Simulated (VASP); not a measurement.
# LaH in VASP: notebook, part 2 of 3

VASP 6.6.1.

**3. Single point, PBE**

This run uses another cell than the first one, of 28.27 Å³/atom, 1.015 times its volume.

File INCAR:

```
SYSTEM = LaH
ALGO     = Normal         ! electronic algorithm
EDIFF    = 1E-6           ! SCF threshold, eV
ENCUT    = 500            ! plane-wave cutoff, eV
GGA      = PE             ! functional
GGA_COMPAT= .FALSE.      
ISIF     = 2              ! what is computed and relaxed
ISMEAR   = 0              ! smearing method
LASPH    = .TRUE.         ! aspherical terms in the spheres
LCHARG   = .FALSE.        ! write CHGCAR
LMAXMIX  = 6              ! l up to which the mixer works
LREAL    = .FALSE.        ! projectors in reciprocal space
LWAVE    = .FALSE.        ! write WAVECAR
NBANDS   = 13             ! bands
NELM     = 200            ! most SCF steps
PREC     = Accurate       ! precision mode
SIGMA    = 0.2            ! smearing width, eV
```

File KPOINTS:

```
k-points
0
G
  7 7 5
  0 0 0
```

File POSCAR:

```
LaH
1.0
    3.8152243781      0.0000000000      0.0000000000
   -1.9076121890      3.3040812326      0.0000000000
    0.0000000000      0.0000000000      4.4849476729
La H
1 1
Direct
    0.0000000000      0.0000000000      0.5000000000
    0.0000000000      0.0000000000      0.0000000000
```

Potentials or basis: VASP PAW PBE potentials, release 64 (La, H).

Run with:

```console
cat potpaw_PBE.64/La/POTCAR potpaw_PBE.64/H/POTCAR > POTCAR
mpirun -np 1 vasp_std > vasp.out
```

OUTCAR:

```text
SYSTEM = LaH
   EDIFF = 1E-6
   ENCUT = 500
   GGA = PE
   ISIF = 2
   ISMEAR = 0
   LASPH = .TRUE.
   LREAL = .FALSE.
   NELM = 200
   PREC = Accurate

 ion  position               nearest neighbor table
   1  0.000  0.000  0.500-   2 2.24   2 2.24
   2  0.000  0.000  0.000-   1 2.24   1 2.24

  LATTYP: Found a hexagonal cell.
 ALAT       =     3.8152243781
 C/A-ratio  =     1.1755396874

  Lattice vectors:

 A1 = (   3.8152243781,   0.0000000000,   0.0000000000)
 A2 = (  -1.9076121890,   3.3040812326,   0.0000000000)
 A3 = (   0.0000000000,   0.0000000000,   4.4849476729)

Analysis of symmetry for initial positions (statically):
=====================================================================
 Subroutine PRICEL returns:
 Original cell was already a primitive cell.

 Routine SETGRP: Setting up the symmetry group for a
 hexagonal supercell.

 Subroutine GETGRP returns: Found 24 space group operations
 (whereof 24 operations were pure point group operations)
 out of a pool of 24 trial point group operations.

The static configuration has the point symmetry D_6h.

Analysis of symmetry for dynamics (positions and initial velocities):
=====================================================================
 Subroutine PRICEL returns:
 Original cell was already a primitive cell.

 Routine SETGRP: Setting up the symmetry group for a
 hexagonal supercell.

 Subroutine GETGRP returns: Found 24 space group operations
 (whereof 24 operations were pure point group operations)
 out of a pool of 24 trial point group operations.

The dynamic configuration has the point symmetry D_6h.

 Subroutine INISYM returns: Found 24 space group operations
 (whereof 24 operations are pure point group operations),
 and found     1 'primitive' translations

----------------------------------------------------------------------------------------

                                     Primitive cell

  volume of cell :      56.5364

  direct lattice vectors                    reciprocal lattice vectors
     3.815224378  0.000000000  0.000000000     0.262107782  0.151327999  0.000000000
    -1.907612189  3.304081233  0.000000000     0.000000000  0.302655997  0.000000000
     0.000000000  0.000000000  4.484947673     0.000000000  0.000000000  0.222968042

  length of vectors
     3.815224378  3.815224378  4.484947673     0.302655997  0.302655997  0.222968042

  position of ions in fractional coordinates (direct lattice)
     0.000000000  0.000000000  0.500000000
     0.000000000  0.000000000  0.000000000

  ion indices of the primitive-cell ions
   primitive index   ion index
                 1           1
                 2           2

----------------------------------------------------------------------------------------

 KPOINTS: k-points

Automatic generation of k-mesh.
 Grid dimensions read from file:
 generate k-points for:    7    7    5

 Generating k-lattice:

  Cartesian coordinates                     Fractional coordinates (reciprocal lattice)
     0.037443969  0.021618286  0.000000000     0.142857143 -0.000000000  0.000000000
     0.000000000  0.043236571  0.000000000     0.000000000  0.142857143  0.000000000
     0.000000000  0.000000000  0.044593608     0.000000000  0.000000000  0.200000000

  Length of vectors
     0.043236571  0.043236571  0.044593608

  Shift w.r.t. Gamma in fractional coordinates (k-lattice)
     0.000000000  0.000000000  0.000000000

 Subroutine IBZKPT returns following result:
 ===========================================

 Found     24 irreducible k-points:

 Following reciprocal coordinates:
            Coordinates               Weight
  0.000000  0.000000  0.000000      1.000000
  0.142857  0.000000  0.000000      6.000000
  0.285714  0.000000  0.000000      6.000000
  0.428571  0.000000  0.000000      6.000000
  0.142857  0.142857  0.000000      6.000000
  0.285714  0.142857  0.000000     12.000000
[... 16 lines left out ...]
  0.428571  0.142857  0.400000     12.000000
  0.285714  0.285714  0.400000     12.000000
   k-points           NKPTS =     24   k-points in BZ     NKDIM =     24   number of bands    NBANDS=     13
   number of dos      NEDOS =    301   number of ions     NIONS =      2
   total plane-waves  NPLWV =  28224
   dimension x,y,z NGX =    28 NGY =   28 NGZ =   36
   dimension x,y,z NGXF=    56 NGYF=   56 NGZF=   72
   ions per type =               1   1
   NGX,Y,Z   is equivalent  to a cutoff of  12.20, 12.20, 13.34 a.u.
   NGXF,Y,Z  is equivalent  to a cutoff of  24.40, 24.40, 26.69 a.u.
 SYSTEM =  LaH
   PREC   = accura    normal or accurate (medium, high low for compatibility)
   ISTART =      0    job   : 0-new  1-cont  2-samecut
   ICHARG =      2    charge: 1-file 2-atom 10-const
   ISPIN  =      1    spin polarized calculation?
   LNONCOLLINEAR =      F non collinear calculations
   LSORBIT =      F    spin-orbit coupling
   LASPH  =      T    aspherical Exc in radial PAW
   ENCUT  =  500.0 eV  36.75 Ry    6.06 a.u.   6.96  6.96  8.18*2*pi/ulx,y,z
   NELM   =    200;   NELMIN=  2; NELMDL= -5     # of ELM steps
   EDIFF  = 0.1E-05   stopping-criterion for ELM
   LREAL  =      F    real-space projection
   EDIFFG = 0.1E-04   stopping-criterion for IOM
   NSW    =      0    number of steps for IOM
   IBRION =     -1    ionic relax: 0-MD 1-quasi-New 2-CG
   NFREE  =      0    steps in history (QN), initial steepest desc. (CG)
   ISIF   =      2    stress and relaxation
   ISYM   =      2    0-nonsym 1-usesym 2-fastsym
   POTIM  = 0.5000    time-step for ionic-motion
   TEBEG  =    0.0;   TEEND  =   0.0 temperature during run
   PSTRESS=    0.0 pullay stress
   NELECT =      12.0000    total number of electrons
   NUPDOWN=      -1.0000    fix difference up-down
   EMIN   =  10.00;   EMAX   =-10.00  energy-range for DOS
   EFERMI =   0.00;   METHOD = LEGACY
   ISMEAR =     0;   SIGMA  =   0.20  broadening in eV -4-tet -1-fermi 0-gaus
   EFERMI_NEDOS =   21; number of points for ismear=-14 and -15
   IALGO  =     38    algorithm
   IMIX   =      4    mixing-type and parameters
     AMIX     =   0.40;   BMIX     =  1.00
     AMIX_MAG =   1.60;   BMIX_MAG =  1.00
  volume/ion in A,a.u.               =      28.27       190.76
  Fermi-wavevector in a.u.,A,eV,Ry     =   0.976546  1.845404 12.975077  0.953641
  Thomas-Fermi vector in A             =   2.107173
   LORBIT       =      0    0 simple, 1 ext, 2 COOP (PROOUT), +10 PAW based schemes
   GGA     = PE    functional components
   LHFCALC =     F    Hartree Fock is set to
   AEXX    =    0.0000 exact exchange contribution
   IVDW    =     0    specifies the selected vdW correction
   LEPSILON=     F    determine dielectric tensor
   LRPA    =     F    only Hartree local field effects (RPA)
 non-spin polarized calculation
 Gauss-broadening in eV      SIGMA  =   0.20
  energy-cutoff  :      500.00
  volume of cell :       56.54
 maximum number of plane-waves:      1447
 NGX is ok and might be reduce to    28
   NGX = 13   NGY = 13   NGZ = 17

 number of electron      12.0000000 magnetization

 Free energy of the ion-electron system (eV)
  ---------------------------------------------------
  ext. energy  EPLUGINS =         0.00000000
  ---------------------------------------------------
  free energy    TOTEN  =        -7.82504235 eV

  energy without entropy =       -7.79623751  energy(sigma->0) =       -7.81063993

 E-fermi :   4.2643     XC(G=0):  -8.0339

 val. band max:        4.1455601962   @ k =   0.2857   0.1429   0.4000
 cond. band min:       4.3027527078   @ k =   0.2857   0.2857   0.4000
 fundamental gap:      0.1571925116
 Fermi energy:         4.2642716121

 k-point     1 :       0.0000    0.0000    0.0000
  band No.  band energies     occupation
      1     -28.6929      2.00000
      2     -12.2677      2.00000
      3     -11.9624      2.00000
      4     -11.9624      2.00000
      5      -0.2477      2.00000
      6       2.4957      2.00000
      7       5.6020      0.00000
      8       5.9601      0.00000
      9       5.9601      0.00000
     10       5.9924      0.00000
     11       6.1009      0.00000
     12       6.1009      0.00000
     13       6.2513      0.00000
[... 354 lines left out ...]
  band No.  band energies     occupation
      1     -28.5705      2.00000
      2     -12.6692      2.00000
      3     -12.4449      2.00000
      4     -12.3635      2.00000
      5       2.6733      2.00000
      6       4.3028      0.78554
      7       4.8783      0.00001
      8       5.1637      0.00000
      9       5.4934      0.00000
     10       5.9128      0.00000
     11       6.2456      0.00000
     12       6.2821      0.00000
     13       6.3280      0.00000

------------------------ aborting loop because EDIFF is reached ----------------------------------------

  FORCE on cell =-STRESS in cart. coord.  units (eV):
  Direction    XX          YY          ZZ          XY          YZ          ZX
  --------------------------------------------------------------------------------------
  -------------------------------------------------------------------------------------
  Total        0.0186070      0.0186070      0.0034124      0.0000000     -0.0000000      0.0000000
  in kB        0.5273012      0.5273012      0.0967031      0.0000000     -0.0000000      0.0000000
  external PRESSURE =       0.3837685 kB  Pullay stress =       0.0000000 kB

 VOLUME and BASIS-vectors are now :
 -----------------------------------------------------------------------------
  energy-cutoff  :      500.00
  volume of cell :       56.54
      direct lattice vectors                 reciprocal lattice vectors
     3.815224378  0.000000000  0.000000000     0.262107782  0.151327999  0.000000000
    -1.907612189  3.304081233  0.000000000     0.000000000  0.302655997  0.000000000
     0.000000000  0.000000000  4.484947673     0.000000000  0.000000000  0.222968042

 POSITION                                       TOTAL-FORCE (eV/Angst)
 -----------------------------------------------------------------------------------
      0.00000      0.00000      2.24247        -0.000000      0.000000      0.000000
      0.00000      0.00000      0.00000         0.000000      0.000000      0.000000
 -----------------------------------------------------------------------------------
    total drift:                               -0.000000     -0.000000      0.000000

  FREE ENERGIE OF THE ION-ELECTRON SYSTEM (eV)
  ---------------------------------------------------
  free  energy   TOTEN  =        -7.8250423511 eV

  energy  without entropy=       -7.7962375100  energy(sigma->0) =       -7.81063993
```

It took 9.3 s on 1 thread of Intel Xeon 6975P-C (Granite Rapids), shared host; peak memory 0.18 GiB.

What came out:

* Free energy: -7.8250 eV
* Pressure: 0.0 GPa
* Band gap on the k mesh: zero (band 6 reaches 4.74 eV, above the bottom of band 7 at 3.93 eV)

Caveat: spin-orbit coupling is left out, which moves the levels of the heavy elements.

(Part 2 of 3 ends here.)
